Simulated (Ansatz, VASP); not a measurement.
## SnO2: VASP beside Ansatz

```xyz
6
Lattice="4.7775 0.0000 0.0000 0.0000 4.7775 0.0000 0.0000 0.0000 3.3065" Properties=species:S:1:pos:R:3 pbc="T T T"
Sn    2.3887    2.3887    1.6532
Sn    0.0000    0.0000    0.0000
O     1.6046    1.6049    0.0000
O     3.9933    0.7839    1.6532
O     0.7841    3.9936    1.6532
O     3.1729    3.1726    0.0000
```

Alike in both runs: task single point; functional PBE; k mesh 6 × 6 × 8; occupations gaussian, width 0.05 eV; no spin polarisation.

|  | VASP | Ansatz |
| --- | --- | --- |
| version | VASP 6.6.1 | Ansatz 0.2.0 |
| potentials or method | VASP PAW PBE potentials, release 64 (Sn_d, O), cutoff 520 eV | scalar-relativistic, plane waves, PAW |
| valence electrons in the cell | 52 | 52 |

```tsv
	VASP	Ansatz	Ansatz less VASP
gap on the k mesh at the Fermi level (eV)	0.86	0.87	+0.012
least direct gap on the mesh (eV)	0.86	0.87	+0.012
pressure (GPa)	12.8	12.1	-0.70
traceless stress, the component that is largest in VASP (GPa)	1.73	0.96	-0.764
rms of the force components (eV/Å)	2.374	2.345	-0.0298
```

Atom by atom the forces differ by 0.030 eV/Å (rms over components).
